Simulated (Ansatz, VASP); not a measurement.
**Se: VASP beside Ansatz**

```
CELL_PARAMETERS angstrom
4.52790 0.00000 0.00000
-2.26395 3.92127 0.00000
0.00000 0.00000 5.04309
ATOMIC_POSITIONS crystal
Se 0.21848 0.00000 0.33333
Se 0.00000 0.21848 0.66667
Se 0.78152 0.78152 0.00000
```

Alike in both runs: functional PBE; k mesh 12 × 12 × 8; occupations gaussian, width 0.02 eV; no spin polarisation.

Ansatz relaxed the structure, and its values are those at the end. VASP's run is a single point on that final structure, the one shown.

```csv
,VASP,Ansatz
version,VASP 6.6.1,Ansatz 0.2.0
potentials or method,"VASP PAW PBE potentials, release 64 (Se), cutoff 520 eV","scalar-relativistic, plane waves, PAW"
valence electrons in the cell,18,48
```

|  | VASP | Ansatz | Ansatz less VASP |
| --- | --- | --- | --- |
| gap on the k mesh at the Fermi level (eV) | 1.02 | 1.04 | +0.011 |
| least direct gap on the mesh (eV) | 1.25 | 1.26 | +0.010 |
| pressure (GPa) | 0.1 | 0.0 | -0.10 |
| rms of the force components (eV/Å) | 0.016 | 0.000 | -0.0155 |

With one functional, cell and mesh, what is left measures potentials, basis and numerics. VASP's potentials hold 18 valence electrons a cell and Ansatz's 48, so a difference there can come from the potentials and not from the codes.
